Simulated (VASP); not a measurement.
Write the native input for VASP 6.6.1 that does the following.

| Quantity | Value |
| --- | --- |
| Task | single point |
| Functional | PBE |
| Potentials or basis | VASP PAW PBE potentials, release 64 (Cs_sv) |
| Cutoff | 520 eV |
| k mesh | 1 × 4 × 5, shifted |
| Occupations | gaussian, width 0.1 eV |
| Spin | no spin polarisation |
| Dipole correction | no |
| Further INCAR settings | ALGO = Normal; EDIFF = 1e-07; NBANDS = 10; ISYM = 0 |

The structure of Cs lies in POSCAR:

```
Cs
1.0
   -3.1284650614      3.1284650614      3.1284650614
    3.1284650614     -3.1284650614      3.1284650614
    3.1284650614      3.1284650614     -3.1284650614
Cs
1
Direct
    0.0000000000      0.0000000000      0.0000000000
```

The input as run:

INCAR

```
PREC = Accurate ; ENCUT = 520
EDIFF = 1E-7 ; ISMEAR = 0
SIGMA = 0.1 ; LREAL = False
LASPH = True ; NELM = 100
ALGO = Normal ; ISIF = 2
LWAVE = False ; LCHARG = False
GGA = PE ; ISYM = 0
NBANDS = 10
```

KPOINTS

```
Automatic mesh
0
Gamma
  1 4 5
  0.25 0.25 0.25
```

Potentials or basis: VASP PAW PBE potentials, release 64 (Cs_sv).

Launch:

```bash
$ cat potpaw_PBE.64/Cs_sv/POTCAR > POTCAR
$ mpirun -np 1 vasp_std > vasp.out
```

It gave:

- Pressure: -0.1 GPa
- Band gap on the k mesh: zero (an odd number of electrons rules out a gap without spin polarisation)

Caveat: the k points lie up to 0.58 Å⁻¹ apart, too coarse for converged energies and pressures of a metal; spin-orbit coupling is left out, which moves the levels of the heavy elements.

Run time: 31 s on 1 thread of Intel Xeon 8259CL (shared host), peak memory 0.23 GiB.
